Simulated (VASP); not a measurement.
Wanted: the native input for a VASP 6.6.1 run.

* Task: single point
* Functional: PBE
* Potentials or basis: VASP PAW PBE potentials, release 64 (Cu, Pt, Ni, Si)
* Cutoff: 520 eV
* k mesh: 1 × 1 × 1, shifted
* Occupations: fermi-dirac, width 0.0853 eV
* Spin: no spin polarisation
* Dipole correction: no
* Further INCAR settings: LREAL = Auto; ALGO = Normal; EDIFF = 1e-06; NBANDS = 114; ISYM = 0

The structure of Cu7Si2Ni4Pt7 lies in POSCAR:

```
Cu7Si2Ni4Pt7
1.0
    6.3918180000      0.0201270000      0.0956380000
    0.0201270000      6.3566260000      0.0266190000
    0.0956380000      0.0266190000      6.4557280000
Cu Pt Ni Si
7 7 4 2
Direct
    0.6325998483      0.6200227083      0.7111159317
    0.7180293287      0.1493177059      0.4327139283
    0.8820583986      0.8804183895      0.6203608395
    0.1302375541      0.7264331110      0.3532104230
    0.1473450989      0.1335976687      0.4835632748
    0.7115031236      0.7268336413      0.3177037012
    0.1943643768      0.3477228085      0.0167993983
    0.9075152573      0.3611734383      0.7047962647
    0.9720256134      0.0629720295      0.1443856002
    0.3975049363      0.0274835640      0.1639686241
    0.4216830783      0.4511566779      0.3612275384
    0.2312638695      0.5938643484      0.6971259184
    0.6466979932      0.3609901870      0.0473083593
    0.4567755836      0.2122070305      0.7215804566
    0.2224510445      0.9355533969      0.8262774905
    0.4509008769      0.8797472032      0.5283358827
    0.6788158594      0.9763058346      0.9162410690
    0.9454208815      0.6159588612      0.0517826384
    0.4266036325      0.6726823127      0.0030756177
    0.9112255886      0.4136152991      0.3411096597
```

One way to write it, as run:

INCAR

```
PREC = Accurate ; ENCUT = 520
EDIFF = 1E-6 ; ISMEAR = -1
SIGMA = 0.0853 ; LREAL = Auto
LASPH = True ; NELM = 60
ALGO = Normal ; ISIF = 2
LWAVE = False ; LCHARG = True
GGA = PE ; LELF = True
LVHAR = True ; ISYM = 0
NBANDS = 114
```

KPOINTS

```
Automatic mesh
0
Gamma
  1 1 1
  0.25 0.25 0.25
```

Potentials or basis: VASP PAW PBE potentials, release 64 (Cu, Pt, Ni, Si).

Run with:

```bash
$ cat potpaw_PBE.64/Cu/POTCAR potpaw_PBE.64/Pt/POTCAR potpaw_PBE.64/Ni/POTCAR potpaw_PBE.64/Si/POTCAR > POTCAR
$ mpirun -np 1 vasp_std > vasp.out
```

Results of the run:

```json
{
 "Pressure": "11.2 GPa",
 "Largest force": "2.142 eV/Å"
}
```

Caveat: the k points lie up to 0.99 Å⁻¹ apart.

Wall time 2.7 min on 1 thread of Intel(R) Xeon(R) Platinum 8259CL CPU @ 2.50GHz (Skylake/Cascade Lake) (shared host), peak memory 0.34 GiB.
